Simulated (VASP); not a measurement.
**Mg16O16F (a cell with a defect): single point with PBE**

The system is Mg16O16F (a cell with a defect).

```
CELL_PARAMETERS angstrom
-4.25438 4.25438 4.25438
4.25438 -4.25438 4.25438
4.25438 4.25438 -4.25438
ATOMIC_POSITIONS crystal
Mg 0.00332 0.00388 0.00734
Mg 0.00396 0.24964 0.75106
Mg 0.00325 0.50457 0.50548
Mg 0.00645 0.76073 0.26318
Mg 0.24912 0.00452 0.75113
Mg 0.25432 0.25482 0.50350
Mg 0.23113 0.50848 0.23992
Mg 0.25385 0.75437 0.00580
Mg 0.50379 0.00351 0.50551
Mg 0.50795 0.23142 0.24001
Mg 0.50646 0.50703 0.00686
Mg 0.50007 0.78021 0.77402
Mg 0.76027 0.00716 0.26344
Mg 0.75382 0.25448 0.00588
Mg 0.77938 0.50013 0.77342
Mg 0.74828 0.74881 0.49609
O 0.00612 0.00664 0.50959
O 0.00343 0.25713 0.25707
O 0.00469 0.50298 0.00531
O 0.99828 0.74999 0.75358
O 0.25648 0.00394 0.25704
O 0.24174 0.24239 0.98273
O 0.24449 0.50634 0.75794
O 0.25454 0.75477 0.50746
O 0.50225 0.00528 0.00514
O 0.50575 0.24501 0.75780
O 0.46534 0.46580 0.36893
O 0.50283 0.76527 0.25110
O 0.74944 0.99888 0.75367
O 0.75423 0.25493 0.50733
O 0.76473 0.50350 0.25107
O 0.77522 0.77604 0.04144
F 0.54278 0.54335 0.66853
```

```
Program             : VASP 6.6.1
Task                : single point
Functional          : PBE
Potentials or basis : VASP PAW PBE potentials, release 64 (Mg, O, F)
Cutoff              : 520 eV
k mesh              : 1 × 1 × 1, shifted
Occupations         : fermi-dirac, width 0.01 eV
Spin                : collinear spin
Fixed moment        : 1 μB
```

The pressure is 8.1 GPa. The largest force is 0.355 eV/Å. The net moment is 1.00 μB per cell, the site moments are Mg -0.00, +0.00 (each value once); O +0.02, -0.00, +0.00, +0.12, +0.54, +0.01, +0.04 (each value once); F +0.15 μB and the valence electrons inside the program's atomic spheres are Mg 0.38, 0.41, 0.40, 0.42, 0.36, 0.47, 0.45 (each value once); O 5.10, 5.09, 5.14, 5.08, 5.07, 5.05 (each value once); F 6.20.

Forces in eV/Å, atoms in the order of the input:
```
Mg   0.000 -0.002  0.013
Mg   0.018  0.004  0.006
Mg   0.002 -0.001 -0.001
Mg  -0.015 -0.003  0.008
Mg   0.001  0.013  0.008
Mg   0.021  0.016 -0.084
Mg  -0.020  0.015 -0.002
Mg  -0.003 -0.001 -0.001
Mg  -0.004  0.004  0.003
Mg   0.031 -0.033  0.008
Mg  -0.004 -0.004  0.001
Mg  -0.048  0.029  0.010
Mg  -0.007 -0.017  0.008
Mg  -0.001 -0.004  0.007
Mg   0.039 -0.028  0.016
Mg  -0.012 -0.012  0.104
O   -0.008 -0.009  0.003
O   -0.009  0.029  0.020
O    0.002 -0.015 -0.002
O    0.016 -0.021 -0.016
O    0.027 -0.008  0.023
O    0.005  0.013 -0.004
O    0.045 -0.021 -0.049
O   -0.005 -0.003 -0.002
O    0.001  0.013 -0.004
O   -0.018  0.047 -0.049
O    0.050  0.064  0.237
O    0.001 -0.023  0.036
O   -0.022  0.015 -0.010
O    0.003 -0.007 -0.002
O   -0.025  0.004  0.032
O   -0.032 -0.025  0.033
F   -0.030 -0.029 -0.352
```

Stress tensor (GPa, compression positive):
```
10.12  0.56 -1.03
 0.56 10.08 -1.03
-1.03 -1.03  4.23
```

It took 120 s on 1 thread of AMD EPYC 9R45 96-Core Processor (Zen 5), with other jobs on the host, peak memory 0.52 GiB.

Caveat: the total moment is fixed, so each spin has its own Fermi level.
